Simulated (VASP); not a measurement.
# AlNi3 in VASP: notebook, part 2 of 2

VASP 6.6.1. Earlier steps stand in the parts before.

## 6. Single point, PBE

Contents of INCAR:

```
SYSTEM = AlNi3
PREC     = Accurate       ! precision mode
ENCUT    = 520            ! plane-wave cutoff, eV
EDIFF    = 1E-6           ! SCF threshold, eV
ISMEAR   = -5             ! smearing method
SIGMA    = 0.1            ! smearing width, eV
LREAL    = .FALSE.        ! projectors in reciprocal space
LASPH    = .TRUE.         ! aspherical terms in the spheres
NELM     = 80             ! most SCF steps
ALGO     = Normal         ! electronic algorithm
ISIF     = 2              ! what is computed and relaxed
LWAVE    = .FALSE.        ! write WAVECAR
LCHARG   = .FALSE.        ! write CHGCAR
GGA      = PE             ! functional
NBANDS   = 24             ! bands
```

Contents of KPOINTS:

```
regular mesh
0
G
  4 4 4
  0 0 0
```

Contents of POSCAR:

```
AlNi3
1.0
    3.5230547267      0.0000000000      0.0000000000
    0.0000000000      3.5230547267      0.0000000000
    0.0000000000      0.0000000000      3.5230547267
Al Ni
1 3
Direct
    0.0000000000      0.0000000000      0.0000000000
    0.0000000000      0.5000000000      0.5000000000
    0.5000000000      0.0000000000      0.5000000000
    0.5000000000      0.5000000000      0.0000000000
```

Potentials or basis: VASP PAW PBE potentials, release 64 (Al, Ni).

Started as:

```sh
$ cat potpaw_PBE.64/Al/POTCAR potpaw_PBE.64/Ni/POTCAR > POTCAR
$ mpirun -np 1 vasp_std > vasp.out
```

OUTCAR:

```text
SYSTEM = AlNi3
   PREC = Accurate
   ENCUT = 520
   EDIFF = 1E-6
   ISMEAR = -5
   LREAL = .FALSE.
   LASPH = .TRUE.
   NELM = 80
   ISIF = 2
   GGA = PE

 ion  position               nearest neighbor table
   1  0.000  0.000  0.000-   2 2.49   3 2.49   4 2.49   2 2.49   3 2.49   2 2.49   4 2.49   2 2.49
                             3 2.49   4 2.49   3 2.49   4 2.49
   2  0.000  0.500  0.500-   1 2.49   3 2.49   4 2.49   1 2.49   4 2.49   1 2.49   3 2.49   1 2.49
                             3 2.49   4 2.49   4 2.49   3 2.49
   3  0.500  0.000  0.500-   1 2.49   2 2.49   4 2.49   1 2.49   4 2.49   2 2.49   4 2.49   4 2.49
                             1 2.49   2 2.49   1 2.49   2 2.49
   4  0.500  0.500  0.000-   1 2.49   2 2.49   3 2.49   2 2.49   3 2.49   1 2.49   3 2.49   3 2.49
                             1 2.49   2 2.49   2 2.49   1 2.49

  LATTYP: Found a simple cubic cell.
 ALAT       =     3.5230547267

  Lattice vectors:

 A1 = (   3.5230547267,   0.0000000000,   0.0000000000)
 A2 = (   0.0000000000,   3.5230547267,   0.0000000000)
 A3 = (   0.0000000000,   0.0000000000,   3.5230547267)

Analysis of symmetry for initial positions (statically):
=====================================================================
 Subroutine PRICEL returns:
 Original cell was already a primitive cell.

 Routine SETGRP: Setting up the symmetry group for a
 simple cubic supercell.

 Subroutine GETGRP returns: Found 48 space group operations
 (whereof 48 operations were pure point group operations)
 out of a pool of 48 trial point group operations.

The static configuration has the point symmetry O_h .

Analysis of symmetry for dynamics (positions and initial velocities):
=====================================================================
 Subroutine PRICEL returns:
 Original cell was already a primitive cell.

 Routine SETGRP: Setting up the symmetry group for a
[... 114 lines left out ...]
   IALGO  =     38    algorithm
   IMIX   =      4    mixing-type and parameters
     AMIX     =   0.40;   BMIX     =  1.00
     AMIX_MAG =   1.60;   BMIX_MAG =  1.00
  volume/ion in A,a.u.               =      10.93        73.77
  Fermi-wavevector in a.u.,A,eV,Ry     =   1.490482  2.816603 30.225843  2.221537
  Thomas-Fermi vector in A             =   2.603258
   LORBIT       =      0    0 simple, 1 ext, 2 COOP (PROOUT), +10 PAW based schemes
   GGA     = PE    functional components
   LHFCALC =     F    Hartree Fock is set to
   AEXX    =    0.0000 exact exchange contribution
   IVDW    =     0    specifies the selected vdW correction
   LEPSILON=     F    determine dielectric tensor
   LRPA    =     F    only Hartree local field effects (RPA)
 non-spin polarized calculation
 Fermi weights with tetrahedron method with Bloechl corrections
  energy-cutoff  :      520.00
  volume of cell :       43.73
 maximum number of plane-waves:      1208
 NGX is ok and might be reduce to    28
   NGX = 13   NGY = 13   NGZ = 13

 number of electron      32.9999981 magnetization

 Free energy of the ion-electron system (eV)
  ---------------------------------------------------
  ext. energy  EPLUGINS =         0.00000000
  ---------------------------------------------------
  free energy    TOTEN  =       -21.93621764 eV

  energy without entropy =      -21.93621764  energy(sigma->0) =      -21.93621764

 E-fermi :   9.9420     XC(G=0): -12.8501

 val. band max:       10.1440722346   @ k =   0.0000   0.0000   0.0000
 cond. band min:       9.9279424777   @ k =   0.5000   0.5000   0.5000
 fundamental gap:     -0.2161297569
 Fermi energy:         9.9419698142

 k-point     1 :       0.0000    0.0000    0.0000
  band No.  band energies     occupation
      1      -0.2540      2.00000
      2       5.5332      2.00000
      3       6.2504      2.00000
      4       6.2504      2.00000
      5       6.6966      2.00000
      6       6.6966      2.00000
[... 259 lines left out ...]
     23      14.2355      0.00000
     24      28.3984      0.00000

------------------------ aborting loop because EDIFF is reached ----------------------------------------

  FORCE on cell =-STRESS in cart. coord.  units (eV):
  Direction    XX          YY          ZZ          XY          YZ          ZX
  --------------------------------------------------------------------------------------
  -------------------------------------------------------------------------------------
  Total        1.8183858      1.8183858      1.8183858      0.0000000     -0.0000000     -0.0000000
  in kB       66.6251860     66.6251860     66.6251860      0.0000000     -0.0000000     -0.0000000
  external PRESSURE =      66.6251860 kB  Pullay stress =       0.0000000 kB

 VOLUME and BASIS-vectors are now :
 -----------------------------------------------------------------------------
  energy-cutoff  :      520.00
  volume of cell :       43.73
      direct lattice vectors                 reciprocal lattice vectors
     3.523054727  0.000000000  0.000000000     0.283844583  0.000000000  0.000000000
     0.000000000  3.523054727  0.000000000     0.000000000  0.283844583  0.000000000
     0.000000000  0.000000000  3.523054727     0.000000000  0.000000000  0.283844583

 POSITION                                       TOTAL-FORCE (eV/Angst)
 -----------------------------------------------------------------------------------
      0.00000      0.00000      0.00000         0.000000      0.000000      0.000000
      0.00000      1.76153      1.76153         0.000000      0.000000      0.000000
      1.76153      0.00000      1.76153         0.000000      0.000000      0.000000
      1.76153      1.76153      0.00000         0.000000      0.000000      0.000000
 -----------------------------------------------------------------------------------
    total drift:                                0.000000      0.000000      0.000000

  FREE ENERGIE OF THE ION-ELECTRON SYSTEM (eV)
  ---------------------------------------------------
  free  energy   TOTEN  =       -21.9362176384 eV

  energy  without entropy=      -21.9362176384  energy(sigma->0) =      -21.93621764
```

It took 8.6 s on 1 thread of Intel Xeon Platinum 8488C (Sapphire Rapids), shared host; peak memory 0.15 GiB.

Results:

```yaml
Free_energy: -21.9362 eV
Pressure: 6.7 GPa
```

Levels at points of the mesh, in eV from the Fermi level:
| k point | band 14 | band 15 | band 16 | band 17 | band 18 | band 19 |
| --- | --- | --- | --- | --- | --- | --- |
| (0.00, 0.00, 0.00) | 0.20 | 0.20 | 0.20 | 0.85 | 0.85 | 0.85 |
| (0.50, 0.00, 0.00) | -1.06 | -0.91 | -0.37 | 0.20 | 5.67 | 5.67 |
| (0.50, 0.50, 0.00) | -1.14 | -0.86 | -0.75 | -0.50 | 1.07 | 1.07 |
| (0.50, 0.50, 0.50) | -0.97 | -0.97 | -0.21 | -0.01 | -0.01 | -0.01 |

Caveat: the k points lie up to 0.45 Å⁻¹ apart; tetrahedron occupations give inexact forces and stress in metals. Spin polarisation is off, so any magnetic state and its effect on volume and gap are missing.

## 7. Overview

| level | U | k mesh | smearing | gap on the mesh (eV) | pressure (GPa) |
| --- | --- | --- | --- | --- | --- |
| PBE | - | 3 × 3 × 3 | gaussian 0.1 eV | none | 8.3 |
| PBE+D3(BJ) | - | 2 × 2 × 2 | gaussian 0.1 eV | none | -1.0 |
| PBE+U | Ni d U = 4.7 eV | 2 × 2 × 2 | gaussian 0.1 eV | none | -2.3 |
| PBE | - | 4 × 4 × 4 | tetrahedron | none | 6.7 |

Alike in all rows: task single point; potentials or basis VASP PAW PBE potentials, release 64 (Al, Ni); no spin polarisation; cell as given; cutoff (eV) 520.

Caveats: all runs use coarse meshes; three body term missing (some runs); pairwise dispersion overbinds metals, which lowers pressure and volume (some runs); U without spin polarisation on a metal has little footing (some runs); the U is typed as a test and isn't derived for this compound (some runs); tetrahedron occupations give inexact forces and stress in metals (some runs).

Absolute energies hang on the potentials; compare differences alone.
